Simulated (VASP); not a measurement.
# BaTiO3 in VASP: further runs, part 2 of 2

VASP 6.6.1. The steps go on from the part before.

## (4) Electric field gradients, PBE (equal xy, yz and zx shear strains of -3 %)

Contents of INCAR:

```
SYSTEM = BaTiO3
ALGO     = Normal         ! electronic algorithm
EDIFF    = 1E-8           ! SCF threshold, eV
ENCUT    = 520            ! plane-wave cutoff, eV
GGA      = PE             ! functional
ISIF     = 2              ! what is computed and relaxed
ISMEAR   = -1             ! smearing method
LASPH    = .True.         ! aspherical terms in the spheres
LCHARG   = .False.        ! write CHGCAR
LEFG     = .True.       
LREAL    = .False.        ! projectors in reciprocal space
LWAVE    = .False.        ! write WAVECAR
NBANDS   = 28             ! bands
NELM     = 60             ! most SCF steps
PREC     = Accurate       ! precision mode
SIGMA    = 0.05           ! smearing width, eV
```

Contents of KPOINTS:

```
k-points
0
Gamma
  8 8 8
  0 0 0
```

Contents of POSCAR:

```
BaTiO3
1.0
    3.9841000000     -0.0597615000     -0.0597615000
   -0.0852427500      2.7943630000      2.8032442500
   -0.0001312500     -2.8797370000      2.8883557500
Ba Ti O
1 1 3
Direct
    0.0000000000      0.0000000000      0.0000000000
    0.5000000000      0.5079000000      0.5079000000
    0.0000000000      0.4921000000      0.4921000000
    0.5000000000      0.5025100000      0.9937100000
    0.5000000000      0.9937100000      0.5025100000
```

Potentials or basis: VASP PAW PBE potentials, release 64 (Ba_sv, Ti_sv, O).

On the command line:

```bash
$ cat potpaw_PBE.64/Ba_sv/POTCAR potpaw_PBE.64/Ti_sv/POTCAR potpaw_PBE.64/O/POTCAR > POTCAR
$ mpirun -np 1 vasp_std > vasp.out
```

OUTCAR:

```text
SYSTEM = BaTiO3
   EDIFF = 1E-8
   ENCUT = 520
   GGA = PE
   ISIF = 2
   ISMEAR = -1
   LASPH = .True.
   LREAL = .False.
   NELM = 60
   PREC = Accurate

 ion  position               nearest neighbor table
   1  0.000  0.000  0.000-   4 2.74   4 2.75   3 2.80   3 2.84   3 2.84   5 2.84   5 2.84   5 2.86
                             5 2.86   4 2.86   4 2.88   3 2.89   2 3.39   2 3.42   2 3.42   2 3.46
   2  0.500  0.508  0.508-   5 1.92   4 1.98   3 1.99   3 2.00   5 2.04   4 2.10   1 3.39   1 3.42
                             1 3.42   1 3.46   1 3.49   1 3.52   1 3.52   1 3.56
   3  0.000  0.492  0.492-   2 1.99   2 2.00   1 2.80   1 2.84   1 2.84   1 2.89
   4  0.500  0.503  0.994-   2 1.98   2 2.10   1 2.74   1 2.75   1 2.86   1 2.88
[... 990 lines left out ...]
   3      24.158   -11.647   -12.511    -4.140    -4.186    -5.237
   4     -14.307     6.659     7.648    -0.291    -0.298   -24.823
   5     -12.370     5.683     6.687    -3.863    -3.923    11.593
---------------------------------------------------------------------

 Electric field gradients after diagonalization (V/A^2)
 (convention: |V_zz| > |V_xx| > |V_yy|)
----------------------------------------------------------------------
 ion       V_xx      V_yy      V_zz     asymmetry (V_yy - V_xx)/ V_zz
----------------------------------------------------------------------
   1      27.498     8.018   -35.517       0.548
   2     -20.701    -1.046    21.747       0.904
   3     -18.152    -6.825    24.977       0.453
   4     -17.725   -14.256    31.982       0.108
   5     -13.344    -5.418    18.762       0.422
----------------------------------------------------------------------

           NMR quadrupolar parameters

 Cq : quadrupolar parameter    Cq=e*Q*V_zz/h
 eta: asymmetry parameters     (V_yy - V_xx)/ V_zz
 Q  : nuclear electric quadrupole moment in mb (millibarn)
----------------------------------------------------------------------
 ion       Cq(MHz)       eta       Q (mb)
----------------------------------------------------------------------
   1      -0.086       0.548       1.000
   2       0.053       0.904       1.000
   3       0.060       0.453       1.000
   4       0.077       0.108       1.000
   5       0.045       0.422       1.000
----------------------------------------------------------------------
```

OSZICAR:

```text
N       E                     dE             d eps       ncg     rms          rms(c)
DAV:   1     0.436441213523E+03    0.43644E+03   -0.20928E+04 14568   0.155E+03
DAV:   2    -0.397943566990E+01   -0.44042E+03   -0.41936E+03 16608   0.429E+02
DAV:   3    -0.487083074654E+02   -0.44729E+02   -0.44306E+02 20116   0.134E+02
[... 10 lines left out ...]
DAV:  14    -0.399093605279E+02    0.20240E-04   -0.67629E-05 22056   0.776E-02    0.480E-03
DAV:  15    -0.399093620874E+02   -0.15596E-05   -0.79203E-06 19196   0.213E-02    0.673E-03
DAV:  16    -0.399093612751E+02    0.81232E-06   -0.25801E-06 21004   0.135E-02    0.114E-03
DAV:  17    -0.399093613472E+02   -0.72077E-07   -0.20486E-07 18024   0.435E-03    0.142E-03
DAV:  18    -0.399093613162E+02    0.30976E-07   -0.95563E-08 16896   0.300E-03    0.297E-04
DAV:  19    -0.399093613124E+02    0.38303E-08   -0.74588E-09 11644   0.592E-04
   1 F= -.39909361E+02 E0= -.39909361E+02  d E =-.181481E-08
```

It took 16 min on 1 thread of AMD EPYC 7R13, shared host; peak memory 0.5 GiB.

Results:

```yaml
Free_energy: -39.9094 eV
Pressure: 4.1 GPa
Largest_force: 0.238 eV/Å
Band_gap_on_the_k_mesh: 1.67 eV, indirect (least direct gap 1.79 eV)
```

Forces in eV/Å, atoms in the order of the input:
```
Ba   0.022 -0.004  0.089
Ti  -0.039 -0.100  0.173
O   -0.005 -0.009  0.096
O    0.005  0.051 -0.232
O    0.017  0.062 -0.126
```

Stress tensor (GPa, compression positive):
```
4.72 3.82 3.82
3.82 4.13 2.97
3.82 2.97 3.41
```

Levels at points of the mesh, in eV from the valence-band top:
```csv
k point,band 17,band 18,band 19,band 20,band 21,band 22,band 23,band 24
"(0.00, 0.00, 0.00)",-1.04,-0.38,-0.28,-0.13,1.67,1.78,1.85,3.79
"(0.50, 0.00, 0.00)",-1.89,-1.85,-0.85,-0.80,1.91,3.45,3.49,3.86
"(0.00, 0.50, 0.00)",-1.98,-1.87,-0.85,-0.79,1.92,3.55,3.55,3.83
"(0.50, 0.50, 0.00)",-1.78,-0.88,-0.71,-0.07,3.46,3.58,3.94,4.53
"(0.00, 0.00, 0.50)",-1.78,-1.57,-0.97,-0.58,1.94,3.28,3.34,3.99
"(0.50, 0.00, 0.50)",-1.78,-1.06,-1.05,-0.20,3.31,3.48,3.79,4.81
"(0.00, 0.50, 0.50)",-1.75,-0.98,-0.95,-0.20,3.32,3.56,3.85,4.76
"(0.50, 0.50, 0.50)",-2.26,-0.11,-0.06,0.00,4.01,4.12,4.17,6.44
```

Electric field gradients, principal values (V/Å²):
```tsv
atom	least	middle	greatest (by size)
1 Ba	8.018	27.498	-35.517
2 Ti	-1.046	-20.701	21.747
3 O	-6.825	-18.152	24.977
4 O	-14.256	-17.725	31.982
5 O	-5.418	-13.344	18.762
```

Caveat: the cell differs from its parent crystal (equal xy, yz and zx shear strains of -3 %); without QUAD_EFG the Cq values of the log hold for a quadrupole moment of 1 mb, not for the nuclei; spin-orbit coupling is left out, which moves the levels of the heavy elements. A k mesh can miss the band edges.

## (5) Summary

| cell | gap on the mesh (eV) | pressure (GPa) | largest force (eV/Å) |
| --- | --- | --- | --- |
| a = 3.865, b = 3.959, c = 3.959 Å, angles 88.1, 90.0, 90.0°, 5 atoms | 1.81 | 16.2 | 0.18 |
| a = 3.985, b = 4.080, c = 3.958 Å, angles 89.8, 90.0, 87.6°, 5 atoms | 1.69 | 4.1 | 0.24 |
| a = 3.985, b = 3.959, c = 4.079 Å, angles 89.8, 90.0, 92.4°, 5 atoms | 1.67 | 4.1 | 0.24 |

Alike in all rows: task electric field gradients; level PBE; potentials or basis VASP PAW PBE potentials, release 64 (Ba_sv, Ti_sv, O); no spin polarisation; k mesh 8 × 8 × 8; cutoff (eV) 520; smearing fermi-dirac 0.05 eV.

Caveats: spin-orbit coupling is left out, which moves the levels of the heavy elements.

Total energies depend on the potentials used, so only differences within one code and one set of settings carry meaning.
